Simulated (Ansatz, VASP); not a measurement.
## AlN: VASP beside Ansatz

The input INCAR:

```
SYSTEM = AlN
  PREC = Accurate
  ENCUT = 520
  EDIFF = 1E-6
  ISMEAR = 0
  SIGMA = 0.05
  LREAL = .False.
  LASPH = .True.
  NELM = 60
  ALGO = Normal
  ISIF = 2
  LWAVE = .False.
  LCHARG = .False.
  GGA = CA
  NBANDS = 26
```

File KPOINTS:

```
regular mesh
0
Gamma
  8 8 3
  0 0 0
```

File POSCAR:

```
AlN
1.0
   -3.0886152975      0.0000000000      0.0000000000
   -1.5443076488     -2.6748193102      0.0000000000
   -0.2573846081     -0.4458032184     10.5871685333
Al N
4 4
Direct
    0.3333333333      0.1925489519      0.8447062886
    0.3333333333      0.2703724709      0.3777651748
    0.6666666667      0.6426175637      0.1442946180
    0.6666666667      0.5647940447      0.6112357317
    0.3333333333      0.3184706768      0.0891759389
    0.3333333333      0.2406471579      0.5561170527
    0.6666666667      0.6128922507      0.3226464958
    0.6666666667      0.5350687317      0.7895876096
```

Input for Ansatz:

```yaml
crystal:
  lattice:
    - [-3.0886152975, 0.0, 0.0]
    - [-1.5443076488, -2.6748193102, 0.0]
    - [-0.2573846081, -0.4458032184, 10.5871685333]
  atoms:
    - { symbol: Al, position: [0.3333333333, 0.1925489519, 0.8447062886] }
    - { symbol: Al, position: [0.3333333333, 0.2703724709, 0.3777651748] }
    - { symbol: Al, position: [0.6666666667, 0.6426175637, 0.144294618] }
    - { symbol: Al, position: [0.6666666667, 0.5647940447, 0.6112357317] }
    - { symbol: "N", position: [0.3333333333, 0.3184706768, 0.0891759389] }
    - { symbol: "N", position: [0.3333333333, 0.2406471579, 0.5561170527] }
    - { symbol: "N", position: [0.6666666667, 0.6128922507, 0.3226464958] }
    - { symbol: "N", position: [0.6666666667, 0.5350687317, 0.7895876096] }
basis:
  ecutwfc: 520.0
kpoints:
  mp_grid: { grid: [8, 8, 3] }
hamiltonian:
  xc: lda
  pseudopotentials: { kind: paw, azcp: { folder: soft_1 } }
scf:
  occupations: { method: gaussian, width: 0.05 }
output:
  forces: true
  stress: true
  eigenvalues: true
```

Alike in both runs: task single point; functional LDA; k mesh 8 × 8 × 3; occupations gaussian, width 0.05 eV; no spin polarisation.

|  | VASP | Ansatz |
| --- | --- | --- |
| version | VASP 6.6.1 | Ansatz 0.2.0 |
| potentials or method | VASP PAW LDA potentials, release 64 (Al, N), cutoff 520 eV | scalar-relativistic, plane waves, PAW |
| valence electrons in the cell | 32 | 32 |

Ansatz gave:

```
gap on the k mesh at the Fermi level (eV)                     : 2.10
least direct gap on the mesh (eV)                             : 2.10
pressure (GPa)                                                : -4.8
traceless stress, the component that is largest in VASP (GPa) : -6.34
rms of the force components (eV/Å)                            : 0.650
```

Question: Which values does VASP return?

Answer: gap on the k mesh at the Fermi level (eV): 2.11; least direct gap on the mesh (eV): 2.11; pressure (GPa): -4.2; traceless stress, the component that is largest in VASP (GPa): -6.54; rms of the force components (eV/Å): 0.652.

Ansatz warns that its potentials were made for another functional, while VASP's fit it. LDA's correlation is that of Perdew and Zunger in VASP and of Perdew and Wang (1992) in Ansatz. Atom by atom the forces differ by 0.010 eV/Å (rms over components).
